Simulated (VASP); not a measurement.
CdSe, 2 atoms in the cell. It takes space group F-43m (No. 216, cubic). Conventional cell: a = 6.181 Å, b = 6.181 Å, c = 6.181 Å, α = 90.00°, β = 90.00°, γ = 90.00°. Cd (site symmetry -43m) has 4 Se at 2.68 Å within 3.5 Å. Within 3.5 Å of Se (site symmetry -43m) lie 4 Cd at 2.68 Å. 

```yaml
Program: VASP 6.6.1
Task: single point
Functional: PBEsol
Potentials_or_basis: VASP PAW PBE potentials, release 64 (Cd, Se)
Cutoff: 520 eV
k_mesh: 8 × 8 × 8
Occupations: fermi-dirac, width 0.05 eV
Spin: no spin polarisation
Dipole_correction: no
Further_INCAR_settings: ALGO = Normal; EDIFF = 1e-06; NBANDS = 16
```

Potentials or basis: VASP PAW PBE potentials, release 64 (Cd, Se).

The run is started by

```bash
$ cat potpaw_PBE.64/Cd/POTCAR potpaw_PBE.64/Se/POTCAR > POTCAR
$ mpirun -np 1 vasp_std > vasp.out
```

Hardware: 1 thread of Intel(R) Xeon(R) 6975P-C (Granite Rapids), on a shared host.

Q: How long does it take, and how much memory?

A: It took 13 s on 1 thread of Intel(R) Xeon(R) 6975P-C (Granite Rapids) (shared host), peak memory 0.2 GiB. Counts: scf iterations 12, k points 29.
